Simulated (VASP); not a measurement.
# Zr12B (a cell with a defect) in VASP: single point with PBE

Aim: the single point of Zr12B (a cell with a defect) with PBE.

Program: VASP 6.6.1. These are calculated values, not measurements. Logs are shortened: lines on timing, memory, paths and dates and some standing lists are left out, and cuts for length are marked.

## (1) The cell of the first run

The cell holds a defect, 13 atoms: a = 6.460 Å, b = 9.690 Å, c = 5.145 Å, α = 90.00°, β = 90.00°, γ = 120.00°.

## (2) Single point, PBE

File INCAR:

```
  ALGO = Normal
  EDIFF = 1E-6
  ENCUT = 520
  GGA = PE
  ISIF = 2
  ISMEAR = 0
  LASPH = T
  LCHARG = F
  LREAL = F
  LWAVE = F
  NBANDS = 86
  NELM = 80
  PREC = Accurate
  SIGMA = 0.1
```

File KPOINTS:

```
k-points
0
Gamma
  3 2 3
```

File POSCAR:

```
Zr12B
1.0
    6.4600000000      0.0000000000      0.0000000000
   -4.8450000000      8.3917860000      0.0000000000
    0.0000000000      0.0000000000      5.1453900000
Zr B
12 1
Direct
    0.0183888576     -0.0374260020     -0.0021611579
    0.1795547155      0.1968781139      0.4977268973
    0.0364379106      0.3188656145     -0.0007274473
    0.1777319852      0.5438496644      0.4990686809
   -0.0866958352      0.5708348616     -0.0018927623
    0.1975721622      0.8576801172      0.4987046657
    0.5609742252      0.0587584097      0.0035952571
    0.7142540536      0.2675339910      0.5015757795
    0.4666787024      0.3418395083     -0.0009841820
    0.6604996477      0.5725762073      0.4986656016
    0.4793953427      0.6944292907     -0.0010696954
    0.7030839416      0.9154041821      0.4986671564
    0.2330218521      0.8136388368      1.0020192833
```

Potentials or basis: VASP PAW PBE potentials, release 64 (Zr_sv, B).

Started as:

```console
> cat potpaw_PBE.64/Zr_sv/POTCAR potpaw_PBE.64/B/POTCAR > POTCAR
> mpirun -np 1 vasp_std > vasp.out
```

OUTCAR:

```text
EDIFF = 1E-6
   ENCUT = 520
   GGA = PE
   ISIF = 2
   ISMEAR = 0
   LASPH = T
   LREAL = F
   NELM = 80
   PREC = Accurate

 ion  position               nearest neighbor table
   1  0.018  0.963  0.998-  13 2.45  11 3.13   7 3.14  12 3.17  12 3.17   6 3.19   6 3.19   2 3.24
                             2 3.24   9 3.35   3 3.40   5 3.51   7 3.51
   2  0.180  0.197  0.498-  12 2.92   9 3.06   9 3.08   3 3.15   3 3.16   8 3.17   1 3.24   1 3.24
                             6 3.35   4 3.37   8 3.40  10 3.41
   3  0.036  0.319  0.999-   9 2.68   7 2.84   5 2.92   2 3.15   2 3.16   8 3.18   4 3.20   4 3.20
                             8 3.20  11 3.32   1 3.40   9 3.80
   4  0.178  0.544  0.499-   8 2.85   6 2.98  10 2.99  11 3.11  11 3.12   5 3.17   5 3.17   3 3.20
                             3 3.20   2 3.37  10 3.49  12 3.50
   5  0.913  0.571  0.998-  13 2.22   9 2.62   3 2.92  10 3.05  10 3.05   4 3.17   4 3.17  11 3.23
                             1 3.51   6 3.55   6 3.55  11 3.56   8 3.61   8 3.64
   6  0.198  0.858  0.499-  13 2.62  13 2.65   4 2.98  12 3.02  10 3.18   1 3.19   1 3.19   2 3.35
                             7 3.35   7 3.39  12 3.51   5 3.55   5 3.55   8 3.70
   7  0.561  0.059  0.004-  13 2.26   3 2.84   9 3.09   8 3.10   8 3.12   1 3.14  12 3.25  12 3.29
                            11 3.30   6 3.35   6 3.39   1 3.51
   8  0.714  0.268  0.502-   4 2.85   7 3.10   7 3.12  10 3.14   2 3.17   3 3.18   3 3.20   9 3.28
                             9 3.30  12 3.38   2 3.40   5 3.61   5 3.64   6 3.70
   9  0.467  0.342  0.999-   5 2.62   3 2.68   2 3.06   2 3.08   7 3.09  10 3.22  10 3.22   8 3.28
                             8 3.30   1 3.35  11 3.38   3 3.80
  10  0.660  0.573  0.499-   4 2.99   5 3.05   5 3.05   8 3.14   6 3.18  12 3.19   9 3.22   9 3.22
                            11 3.28  11 3.28   2 3.41   4 3.49
  11  0.479  0.694  0.999-  13 2.39   4 3.11   4 3.12   1 3.13  12 3.19  12 3.19   5 3.23  10 3.28
                            10 3.28   7 3.30   3 3.32   9 3.38   5 3.56
  12  0.703  0.915  0.499-   2 2.92   6 3.02   1 3.17   1 3.17  11 3.19  10 3.19  11 3.19   7 3.25
                             7 3.29   8 3.38   4 3.50   6 3.51
  13  0.233  0.814  0.002-   5 2.22   7 2.26  11 2.39   1 2.45   6 2.62   6 2.65

  LATTYP: Found a simple monoclinic cell.
 ALAT       =     6.4600000000
 B/A-ratio  =     0.7965000000
 C/A-ratio  =     1.3228756308
 COS(beta)  =    -0.1889822400

  Lattice vectors:

 A1 = (   6.4600000000,   0.0000000000,   0.0000000000)
 A2 = (   0.0000000000,   0.0000000000,   5.1453900000)
 A3 = (  -1.6150000000,  -8.3917860000,   0.0000000000)

Analysis of symmetry for initial positions (statically):
=====================================================================
 Subroutine PRICEL returns:
 Original cell was already a primitive cell.

[... 166 lines left out ...]
     AMIX     =   0.40;   BMIX     =  1.00
     AMIX_MAG =   1.60;   BMIX_MAG =  1.00
  volume/ion in A,a.u.               =      21.46       144.80
  Fermi-wavevector in a.u.,A,eV,Ry     =   1.322347  2.498874 23.791180  1.748602
  Thomas-Fermi vector in A             =   2.452035
   LORBIT       =      0    0 simple, 1 ext, 2 COOP (PROOUT), +10 PAW based schemes
   GGA     = PE    functional components
   LHFCALC =     F    Hartree Fock is set to
   AEXX    =    0.0000 exact exchange contribution
   IVDW    =     0    specifies the selected vdW correction
   LEPSILON=     F    determine dielectric tensor
   LRPA    =     F    only Hartree local field effects (RPA)
 non-spin polarized calculation
 Gauss-broadening in eV      SIGMA  =   0.10
  energy-cutoff  :      520.00
  volume of cell :      278.94
 maximum number of plane-waves:      7545
   NGX = 25   NGY = 37   NGZ = 19

 number of electron     147.0000000 magnetization

 Free energy of the ion-electron system (eV)
  ---------------------------------------------------
  ext. energy  EPLUGINS =         0.00000000
  ---------------------------------------------------
  free energy    TOTEN  =      -107.78669718 eV

  energy without entropy =     -107.70731789  energy(sigma->0) =     -107.74700754

 E-fermi :   8.9528     XC(G=0): -11.2093

 val. band max:        8.9392476724   @ k =   0.0000   0.5000   0.0000
 cond. band min:       8.9657298726   @ k =   0.0000   0.5000   0.0000
 fundamental gap:      0.0264822002
 Fermi energy:         8.9528008343

 k-point     1 :       0.0000    0.0000    0.0000
  band No.  band energies     occupation
      1     -39.7009      2.00000
      2     -39.6334      2.00000
      3     -39.5830      2.00000
      4     -39.5515      2.00000
      5     -39.5347      2.00000
      6     -39.5263      2.00000
[... 869 lines left out ...]
     84      10.1827      0.00000
     85      10.2470      0.00000
 [bands above 85 left out]

------------------------ aborting loop because EDIFF is reached ----------------------------------------

  FORCE on cell =-STRESS in cart. coord.  units (eV):
  Direction    XX          YY          ZZ          XY          YZ          ZX
  --------------------------------------------------------------------------------------
  -------------------------------------------------------------------------------------
  Total        9.7507754      7.3766586     -1.5469653      7.1985340      0.1240297     -0.0461784
  in kB       56.0072850     42.3706425     -8.8855833     41.3475164      0.7124117     -0.2652433
  external PRESSURE =      29.8307814 kB  Pullay stress =       0.0000000 kB

 VOLUME and BASIS-vectors are now :
 -----------------------------------------------------------------------------
  energy-cutoff  :      520.00
  volume of cell :      278.94
      direct lattice vectors                 reciprocal lattice vectors
     6.460000000  0.000000000  0.000000000     0.154798762  0.089373108  0.000000000
    -4.845000000  8.391786000  0.000000000     0.000000000  0.119164145  0.000000000
     0.000000000  0.000000000  5.145390000     0.000000000  0.000000000  0.194348728

 POSITION                                       TOTAL-FORCE (eV/Angst)
 -----------------------------------------------------------------------------------
     -4.54488      8.07772      5.13427        -0.031979      0.079955      0.026773
      0.20605      1.65216      2.56100        -0.073911      0.065608      0.003912
     -1.30951      2.67585      5.14165        -0.083806      0.023229     -0.008924
     -1.48680      4.56387      2.56790        -0.008965     -0.092540     -0.010683
      3.13425      4.79032      5.13565        -0.311151      0.041254     -0.005610
     -2.87914      7.19747      2.56603         0.043173      0.085967      0.036210
      3.33921      0.49309      0.01850         0.259638     -0.101304     -0.002916
      3.31788      2.24509      2.58080        -0.057981     -0.022705     -0.009715
      1.35853      2.86864      5.14033         0.340545     -0.177523      0.003391
      1.49270      4.80494      2.56583        -0.056598     -0.049185      0.001597
     -0.26762      5.82750      5.13989        -0.009638     -0.104099     -0.003662
      0.10679      7.68188      2.56584         0.056393     -0.075357      0.004172
     -2.43676      6.82788      0.01039        -0.065721      0.326700     -0.034546
 -----------------------------------------------------------------------------------
    total drift:                                0.000181     -0.000283     -0.000007

  FREE ENERGIE OF THE ION-ELECTRON SYSTEM (eV)
  ---------------------------------------------------
  free  energy   TOTEN  =      -107.7866971846 eV

  energy  without entropy=     -107.7073178858  energy(sigma->0) =     -107.74700754
```

OSZICAR:

```text
N       E                     dE             d eps       ncg     rms          rms(c)
DAV:   1     0.167142743418E+04    0.16714E+04   -0.77064E+04  1720   0.170E+03
DAV:   2     0.480789709872E+02   -0.16233E+04   -0.15869E+04  1932   0.523E+02
DAV:   3    -0.968231429780E+02   -0.14490E+03   -0.14010E+03  2728   0.111E+02
DAV:   4    -0.114392375134E+03   -0.17569E+02   -0.17245E+02  2576   0.341E+01
DAV:   5    -0.115890956805E+03   -0.14986E+01   -0.14910E+01  2440   0.793E+00    0.414E+01
DAV:   6    -0.108658663112E+03    0.72323E+01   -0.43411E+01  2066   0.194E+01    0.162E+01
DAV:   7    -0.108594644505E+03    0.64019E-01   -0.14224E+01  2472   0.132E+01    0.744E+00
DAV:   8    -0.107810555269E+03    0.78409E+00   -0.61329E+00  2240   0.857E+00    0.312E+00
DAV:   9    -0.107802584453E+03    0.79708E-02   -0.11900E+00  2296   0.393E+00    0.209E+00
DAV:  10    -0.107779808553E+03    0.22776E-01   -0.27933E-01  2160   0.223E+00    0.138E+00
DAV:  11    -0.107791966714E+03   -0.12158E-01   -0.94157E-02  2224   0.148E+00    0.405E-01
DAV:  12    -0.107787163532E+03    0.48032E-02   -0.37841E-02  2248   0.937E-01    0.182E-01
DAV:  13    -0.107786797580E+03    0.36595E-03   -0.46018E-03  2328   0.291E-01    0.836E-02
DAV:  14    -0.107786694291E+03    0.10329E-03   -0.74702E-04  2360   0.114E-01    0.491E-02
DAV:  15    -0.107786683823E+03    0.10467E-04   -0.16553E-04  2328   0.559E-02    0.325E-02
DAV:  16    -0.107786693400E+03   -0.95769E-05   -0.49966E-05  2312   0.327E-02    0.103E-02
DAV:  17    -0.107786696858E+03   -0.34578E-05   -0.12678E-05  2320   0.165E-02    0.456E-03
DAV:  18    -0.107786697185E+03   -0.32643E-06   -0.24080E-06  1384   0.769E-03
   1 F= -.10778670E+03 E0= -.10774701E+03  d E =-.793793E-01
```

stdout:

```text
POSCAR found type information on POSCAR ZrB
 POSCAR found :  2 types and      13 ions
 scaLAPACK will be used
 LDA part: xc-table for (Slater+PW92), standard interpolation
 -----------------------------------------------------------------------------
|                                                                             |
|           W    W    AA    RRRRR   N    N  II  N    N   GGGG   !!!           |
|           W    W   A  A   R    R  NN   N  II  NN   N  G    G  !!!           |
|           W    W  A    A  R    R  N N  N  II  N N  N  G       !!!           |
|           W WW W  AAAAAA  RRRRR   N  N N  II  N  N N  G  GGG   !            |
|           WW  WW  A    A  R   R   N   NN  II  N   NN  G    G                |
|           W    W  A    A  R    R  N    N  II  N    N   GGGG   !!!           |
|                                                                             |
|     Your reciprocal lattice and k-lattice belong to different lattice       |
|     classes:                                                                |
|                                                                             |
|        The reciprocal lattice is simple monoclinic,                         |
|        whereas your k-lattice is hexagonal.                                 |
|                                                                             |
|     Results are often still useful ...                                      |
|                                                                             |
 -----------------------------------------------------------------------------

 POSCAR, INCAR and KPOINTS ok, starting setup
 FFT: planning ... GRIDC
 FFT: planning ... GRID_SOFT
 FFT: planning ... GRID
 WAVECAR not read
 entering main loop
```

Run time: 9.3 min. Hardware: 1 thread of Intel Xeon 8259CL, shared host; peak memory 0.43 GiB.

Results:

```yaml
Free_energy: -107.7867 eV
Pressure: 3.0 GPa
Largest_force: 0.384 eV/Å
Band_gap_on_the_k_mesh: zero (an odd number of electrons rules out a gap without spin polarisation)
```

Forces in eV/Å, atoms in the order of the input:
```
Zr  -0.032  0.080  0.027
Zr  -0.074  0.066  0.004
Zr  -0.084  0.023 -0.009
Zr  -0.009 -0.093 -0.011
Zr  -0.311  0.041 -0.006
Zr   0.043  0.086  0.036
Zr   0.260 -0.101 -0.003
Zr  -0.058 -0.023 -0.010
Zr   0.341 -0.178  0.003
Zr  -0.057 -0.049  0.002
Zr  -0.010 -0.104 -0.004
Zr   0.056 -0.075  0.004
B   -0.066  0.327 -0.035
```

Stress tensor (GPa, compression positive):
```
 5.60  4.13 -0.03
 4.13  4.24  0.07
-0.03  0.07 -0.89
```

Caveat: the k points lie up to 0.41 Å⁻¹ apart, too coarse for converged energies and pressures of a metal.
